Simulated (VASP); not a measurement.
# SnO2 (R-3m) in VASP: further runs

Runs on SnO2. Level: PBEsol. Tasks: single point, relaxation of cell and atoms.

Program: VASP 6.6.1. These are calculated values, not measurements. Logs are shortened: lines on timing, memory, paths and dates and some standing lists are left out, and cuts for length are marked.

### 1 The cell of the first run

It takes space group R-3m (No. 166, trigonal). The conventional cell has a = 3.211 Å, b = 3.211 Å, c = 13.231 Å, α = 90.00°, β = 90.00°, γ = 120.00°. Within 2.8 Å of Sn (site symmetry -3m) lie 6 O at 2.10 Å. Within 2.8 Å of O (site symmetry 3m) lie 3 Sn at 2.10 Å and 3 O at 2.71 Å.

### 2 Single point, PBEsol

INCAR reads:

```
PREC = Accurate
ENCUT = 520
EDIFF = 1E-6
ISMEAR = 0
SIGMA = 0.02
LREAL = F
LASPH = T
NELM = 100
ALGO = Normal
ISIF = 2
LWAVE = F
LCHARG = F
GGA = PS
NBANDS = 20
```

KPOINTS reads:

```
regular mesh
0
Gamma
  12 12 12
```

POSCAR reads:

```
SnO2
1.0
    1.6053951392      0.9268753158      4.4103567215
   -1.6053951392      0.9268753158      4.4103567215
    0.0000000000     -1.8537506316      4.4103567215
Sn O
1 2
Direct
    0.5000000000      0.5000000000      0.5000000000
    0.2414378086      0.2414378086      0.2414378086
    0.7585621914      0.7585621914      0.7585621914
```

Potentials or basis: VASP PAW PBE potentials, release 64 (Sn_d, O).

On the command line:

```
$ cat potpaw_PBE.64/Sn_d/POTCAR potpaw_PBE.64/O/POTCAR > POTCAR
$ mpirun -np 1 vasp_std > vasp.out
```

OUTCAR:

```text
PREC = Accurate
   ENCUT = 520
   EDIFF = 1E-6
   ISMEAR = 0
   LREAL = F
   LASPH = T
   NELM = 100
   ISIF = 2
   GGA = PS

 ion  position               nearest neighbor table
   1  0.500  0.500  0.500-   2 2.10   2 2.10   3 2.10   3 2.10   2 2.10   3 2.10
   2  0.241  0.241  0.241-   1 2.10   1 2.10   1 2.10
   3  0.759  0.759  0.759-   1 2.10   1 2.10   1 2.10

  LATTYP: Found a trigonal (rhomboedric) cell.
 ALAT       =     4.7841026133
 COS(alpha) =     0.7747872826

  Lattice vectors:

 A1 = (   1.6053951392,   0.9268753158,   4.4103567215)
 A2 = (  -1.6053951392,   0.9268753158,   4.4103567215)
 A3 = (   0.0000000000,  -1.8537506316,   4.4103567215)

Analysis of symmetry for initial positions (statically):
=====================================================================
 Subroutine PRICEL returns:
 Original cell was already a primitive cell.

 Routine SETGRP: Setting up the symmetry group for a
 trigonal (rhombohedral) supercell.

 Subroutine GETGRP returns: Found 12 space group operations
 (whereof 12 operations were pure point group operations)
 out of a pool of 12 trial point group operations.

The static configuration has the point symmetry D_3d.

Analysis of symmetry for dynamics (positions and initial velocities):
=====================================================================
 Subroutine PRICEL returns:
 Original cell was already a primitive cell.

 Routine SETGRP: Setting up the symmetry group for a
 trigonal (rhombohedral) supercell.

 Subroutine GETGRP returns: Found 12 space group operations
 (whereof 12 operations were pure point group operations)
 out of a pool of 12 trial point group operations.

The dynamic configuration has the point symmetry D_3d.

 Subroutine INISYM returns: Found 12 space group operations
 (whereof 12 operations are pure point group operations),
 and found     1 'primitive' translations

----------------------------------------------------------------------------------------

                                     Primitive cell

  volume of cell :      39.3757

  direct lattice vectors                    reciprocal lattice vectors
     1.605395139  0.926875316  4.410356722     0.311449803  0.179815628  0.075579676
    -1.605395139  0.926875316  4.410356722    -0.311449803  0.179815628  0.075579676
     0.000000000 -1.853750632  4.410356722     0.000000000 -0.359631255  0.075579676

  length of vectors
     4.784102613  4.784102613  4.784102613     0.367487316  0.367487316  0.367487316

  position of ions in fractional coordinates (direct lattice)
     0.500000000  0.500000000  0.500000000
     0.241437809  0.241437809  0.241437809
     0.758562191  0.758562191  0.758562191

  ion indices of the primitive-cell ions
   primitive index   ion index
                 1           1
                 2           2
                 3           3

----------------------------------------------------------------------------------------

 KPOINTS: regular mesh

Automatic generation of k-mesh.
 Grid dimensions read from file:
 generate k-points for:   12   12   12

 Generating k-lattice:

  Cartesian coordinates                     Fractional coordinates (reciprocal lattice)
     0.025954150  0.014984636  0.006298306     0.083333333  0.000000000  0.000000000
    -0.025954150  0.014984636  0.006298306     0.000000000  0.083333333  0.000000000
     0.000000000 -0.029969271  0.006298306     0.000000000  0.000000000  0.083333333

  Length of vectors
     0.030623943  0.030623943  0.030623943

  Shift w.r.t. Gamma in fractional coordinates (k-lattice)
     0.000000000  0.000000000  0.000000000

 Subroutine IBZKPT returns following result:
 ===========================================

 Found    189 irreducible k-points:

 Following reciprocal coordinates:
            Coordinates               Weight
  0.000000  0.000000  0.000000      1.000000
  0.083333 -0.000000 -0.000000      6.000000
  0.166667  0.000000  0.000000      6.000000
  0.250000  0.000000 -0.000000      6.000000
  0.333333  0.000000  0.000000      6.000000
  0.416667  0.000000 -0.000000      6.000000
[... 16 lines left out ...]
  0.500000  0.166667 -0.000000     12.000000
 -0.416667  0.166667  0.000000     12.000000
 [... further k-points ...]
   k-points           NKPTS =    189   k-points in BZ     NKDIM =    189   number of bands    NBANDS=     20
   number of dos      NEDOS =    301   number of ions     NIONS =      3
   total plane-waves  NPLWV =  46656
   dimension x,y,z NGX =    36 NGY =   36 NGZ =   36
   dimension x,y,z NGXF=    72 NGYF=   72 NGZF=   72
   ions per type =               1   2
   NGX,Y,Z   is equivalent  to a cutoff of  12.51, 12.51, 12.51 a.u.
   NGXF,Y,Z  is equivalent  to a cutoff of  25.02, 25.02, 25.02 a.u.
 SYSTEM =  unknown system
   PREC   = accura    normal or accurate (medium, high low for compatibility)
   ISTART =      0    job   : 0-new  1-cont  2-samecut
   ICHARG =      2    charge: 1-file 2-atom 10-const
   ISPIN  =      1    spin polarized calculation?
   LNONCOLLINEAR =      F non collinear calculations
   LSORBIT =      F    spin-orbit coupling
   LASPH  =      T    aspherical Exc in radial PAW
   ENCUT  =  520.0 eV  38.22 Ry    6.18 a.u.   8.90  8.90  8.90*2*pi/ulx,y,z
   NELM   =    100;   NELMIN=  2; NELMDL= -5     # of ELM steps
   EDIFF  = 0.1E-05   stopping-criterion for ELM
   LREAL  =      F    real-space projection
   EDIFFG = 0.1E-04   stopping-criterion for IOM
   NSW    =      0    number of steps for IOM
   IBRION =     -1    ionic relax: 0-MD 1-quasi-New 2-CG
   NFREE  =      0    steps in history (QN), initial steepest desc. (CG)
   ISIF   =      2    stress and relaxation
   ISYM   =      2    0-nonsym 1-usesym 2-fastsym
   POTIM  = 0.5000    time-step for ionic-motion
   TEBEG  =    0.0;   TEEND  =   0.0 temperature during run
   PSTRESS=    0.0 pullay stress
   NELECT =      26.0000    total number of electrons
   NUPDOWN=      -1.0000    fix difference up-down
   EMIN   =  10.00;   EMAX   =-10.00  energy-range for DOS
   EFERMI =   0.00;   METHOD = LEGACY
   ISMEAR =     0;   SIGMA  =   0.02  broadening in eV -4-tet -1-fermi 0-gaus
   EFERMI_NEDOS =   21; number of points for ismear=-14 and -15
   IALGO  =     38    algorithm
   IMIX   =      4    mixing-type and parameters
     AMIX     =   0.40;   BMIX     =  1.00
     AMIX_MAG =   1.60;   BMIX_MAG =  1.00
  volume/ion in A,a.u.               =      13.13        88.57
  Fermi-wavevector in a.u.,A,eV,Ry     =   1.425574  2.693945 27.650606  2.032262
  Thomas-Fermi vector in A             =   2.545944
   LORBIT       =      0    0 simple, 1 ext, 2 COOP (PROOUT), +10 PAW based schemes
   GGA     = PS    functional components
   LHFCALC =     F    Hartree Fock is set to
   AEXX    =    0.0000 exact exchange contribution
   IVDW    =     0    specifies the selected vdW correction
   LEPSILON=     F    determine dielectric tensor
   LRPA    =     F    only Hartree local field effects (RPA)
 non-spin polarized calculation
 Gauss-broadening in eV      SIGMA  =   0.02
  energy-cutoff  :      520.00
  volume of cell :       39.38
 maximum number of plane-waves:      1075
   NGX = 17   NGY = 17   NGZ = 17

 number of electron      25.9999992 magnetization

 Free energy of the ion-electron system (eV)
  ---------------------------------------------------
  ext. energy  EPLUGINS =         0.00000000
  ---------------------------------------------------
  free energy    TOTEN  =       -19.32417753 eV

  energy without entropy =      -19.32417753  energy(sigma->0) =      -19.32417753

 E-fermi :   4.6400     XC(G=0): -10.8758

 val. band max:        4.4513558238   @ k =  -0.0833   0.0833   0.0000
 cond. band min:       6.2341957278   @ k =   0.0000   0.0000   0.0000
 fundamental gap:      1.7828399040
 Fermi energy:         4.6400102923

 k-point     1 :       0.0000    0.0000    0.0000
  band No.  band energies     occupation
      1     -15.6151      2.00000
      2     -15.3261      2.00000
      3     -15.3261      2.00000
      4     -15.1101      2.00000
      5     -15.1101      2.00000
      6     -13.7590      2.00000
[... 12 lines left out ...]
     19      21.4393      0.00000
     20      21.4393      0.00000

 k-point     2 :       0.0833   -0.0000   -0.0000
  band No.  band energies     occupation
      1     -15.5808      2.00000
      2     -15.3878      2.00000
      3     -15.3102      2.00000
      4     -15.1263      2.00000
      5     -15.1105      2.00000
      6     -13.7128      2.00000
[... 12 lines left out ...]
     19      20.0239      0.00000
     20      21.4626      0.00000

 k-point     3 :       0.1667    0.0000    0.0000
  band No.  band energies     occupation
      1     -15.6074      2.00000
      2     -15.4403      2.00000
      3     -15.2708      2.00000
      4     -15.1539      2.00000
      5     -15.1067      2.00000
      6     -13.5625      2.00000
[... 12 lines left out ...]
     19      18.7697      0.00000
     20      21.5790      0.00000

 k-point     4 :       0.2500    0.0000   -0.0000
  band No.  band energies     occupation
      1     -15.8219      2.00000
      2     -15.3346      2.00000
      3     -15.2341      2.00000
      4     -15.1723      2.00000
      5     -15.0833      2.00000
      6     -13.2986      2.00000
[... 12 lines left out ...]
     19      18.0797      0.00000
     20      21.6900      0.00000

 k-point     5 :       0.3333    0.0000    0.0000
  band No.  band energies     occupation
      1     -16.0238      2.00000
      2     -15.2736      2.00000
      3     -15.2211      2.00000
      4     -15.1478      2.00000
      5     -15.0346      2.00000
      6     -12.9522      2.00000
[... 12 lines left out ...]
     19      17.9077      0.00000
     20      20.2165      0.00000

 k-point     6 :       0.4167    0.0000   -0.0000
  band No.  band energies     occupation
      1     -16.1601      2.00000
      2     -15.2724      2.00000
      3     -15.2214      2.00000
      4     -15.0949      2.00000
      5     -14.9883      2.00000
      6     -12.6259      2.00000
[... 12 lines left out ...]
     19      17.9085      0.00000
     20      19.1528      0.00000

 k-point     7 :       0.5000    0.0000   -0.0000
  band No.  band energies     occupation
      1     -16.2079      2.00000
      2     -15.2760      2.00000
      3     -15.2226      2.00000
      4     -15.0733      2.00000
      5     -14.9699      2.00000
      6     -12.4845      2.00000
[... 12 lines left out ...]
     19      17.9863      0.00000
     20      18.7101      0.00000
[... 277 lines left out ...]
 k-point    20 :       0.2500    0.1667   -0.0000
  band No.  band energies     occupation
      1     -15.7022      2.00000
      2     -15.4383      2.00000
      3     -15.2272      2.00000
      4     -15.1690      2.00000
      5     -15.0946      2.00000
      6     -13.3799      2.00000
[... 12 lines left out ...]
     19      18.0186      0.00000
     20      21.2257      0.00000

 k-point    21 :       0.3333    0.1667   -0.0000
  band No.  band energies     occupation
      1     -15.8277      2.00000
      2     -15.4496      2.00000
      3     -15.1962      2.00000
      4     -15.1846      2.00000
      5     -15.0586      2.00000
      6     -13.0563      2.00000
[... 12 lines left out ...]
     19      18.1037      0.00000
     20      20.3047      0.00000

 k-point    22 :       0.4167    0.1667    0.0000
  band No.  band energies     occupation
      1     -15.9594      2.00000
      2     -15.4448      2.00000
      3     -15.2088      2.00000
      4     -15.1643      2.00000
      5     -15.0286      2.00000
      6     -12.6277      2.00000
[... 12 lines left out ...]
     19      18.4772      0.00000
     20      19.3516      0.00000

 k-point    23 :       0.5000    0.1667   -0.0000
  band No.  band energies     occupation
      1     -16.0551      2.00000
      2     -15.4393      2.00000
      3     -15.2263      2.00000
      4     -15.1197      2.00000
      5     -15.0295      2.00000
      6     -12.2201      2.00000
[... 12 lines left out ...]
     19      18.5528      0.00000
     20      18.9693      0.00000

 k-point    24 :      -0.4167    0.1667    0.0000
  band No.  band energies     occupation
      1     -16.0886      2.00000
      2     -15.4376      2.00000
      3     -15.2331      2.00000
      4     -15.0835      2.00000
      5     -15.0493      2.00000
      6     -12.0540      2.00000
[... 12 lines left out ...]
     19      18.1163      0.00000
     20      19.1785      0.00000

 [... further k-points ...]

------------------------ aborting loop because EDIFF is reached ----------------------------------------

  FORCE on cell =-STRESS in cart. coord.  units (eV):
  Direction    XX          YY          ZZ          XY          YZ          ZX
  --------------------------------------------------------------------------------------
  -------------------------------------------------------------------------------------
  Total        0.2475188      0.2475188      0.0627119      0.0000000     -0.0000000      0.0000000
  in kB       10.0714182     10.0714182      2.5517177      0.0000000     -0.0000000      0.0000000
  external PRESSURE =       7.5648514 kB  Pullay stress =       0.0000000 kB

 VOLUME and BASIS-vectors are now :
 -----------------------------------------------------------------------------
  energy-cutoff  :      520.00
  volume of cell :       39.38
      direct lattice vectors                 reciprocal lattice vectors
     1.605395139  0.926875316  4.410356722     0.311449803  0.179815628  0.075579676
    -1.605395139  0.926875316  4.410356722    -0.311449803  0.179815628  0.075579676
     0.000000000 -1.853750632  4.410356722     0.000000000 -0.359631255  0.075579676

 POSITION                                       TOTAL-FORCE (eV/Angst)
 -----------------------------------------------------------------------------------
      0.00000      0.00000      6.61554         0.000000      0.000000     -0.000000
      0.00000      0.00000      3.19448         0.000000      0.000000      0.060670
      0.00000      0.00000     10.03659         0.000000     -0.000000     -0.060670
 -----------------------------------------------------------------------------------
    total drift:                               -0.000000      0.000000      0.000000

  FREE ENERGIE OF THE ION-ELECTRON SYSTEM (eV)
  ---------------------------------------------------
  free  energy   TOTEN  =       -19.3241775253 eV

  energy  without entropy=      -19.3241775253  energy(sigma->0) =      -19.32417753
```

Wall time 69 s (1 thread of Intel Xeon 6975P-C (Granite Rapids), shared host); peak memory 0.29 GiB.

Results:

```
Free energy            : -19.3242 eV
Pressure               : 0.8 GPa
Largest force          : 0.061 eV/Å
Band gap on the k mesh : 1.78 eV (least direct gap 1.81 eV)
```

Forces on the atoms (eV/Å):
```
Sn   0.000  0.000  0.000
O    0.000  0.000  0.061
O    0.000  0.000 -0.061
```

Stress tensor (GPa, compression positive):
```
1.01 0.00 0.00
0.00 1.01 0.00
0.00 0.00 0.26
```

Levels at points of the mesh, in eV from the valence-band top:
```
           k point  band 10  band 11  band 12  band 13  band 14  band 15  band 16  band 17
(0.00, 0.00, 0.00)    -1.44    -1.09    -1.09    -0.03     1.78     5.53    10.89    10.89
(0.50, 0.00, 0.00)    -3.20    -1.77    -0.90    -0.79     5.50     7.84     9.98    12.43
(0.50, 0.50, 0.00)    -3.41    -1.14    -0.50    -0.01     5.04     6.79    10.93    11.15
(0.50, 0.50, 0.50)    -1.59    -1.59    -0.98    -0.98     3.53     5.74    11.24    11.24
```

Caveat: the PAW data sets were made with another functional, which shifts forces and pressure a little; spin-orbit coupling is left out, which moves the levels of the heavy elements.

[end of part 1 of 2]
